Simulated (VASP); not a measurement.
Input of a VASP 6.6.1 run:

File INCAR:

```
ALGO = Normal ; EDIFF = 1E-6
ENCUT = 520 ; GGA = PE
ISIF = 2 ; ISMEAR = -1
LASPH = True ; LCHARG = False
LREAL = False ; LWAVE = False
NBANDS = 10 ; NELM = 60
PREC = Accurate ; SIGMA = 0.1
```

The input KPOINTS:

```
k-points
0
Gamma
  13 13 7
```

File POSCAR:

```
Li
1.0
    2.9305433563      0.0000000000      0.0000000000
   -1.4652716782      2.5379249935      0.0000000000
    0.0000000000      0.0000000000      4.7804074231
Li
2
Direct
    0.3333333333      0.6666666667      0.2500000000
    0.6666666667      0.3333333333      0.7500000000
```

Potentials or basis: VASP PAW PBE potentials, release 64 (Li_sv).

Command:

```sh
$ cat potpaw_PBE.64/Li_sv/POTCAR > POTCAR
$ mpirun -np 1 vasp_std > vasp.out
```

(1) Estimate the band gap on the k mesh.

## Answers

(1) zero (band 3 reaches 2.75 eV, above the bottom of band 4 at -1.20 eV).
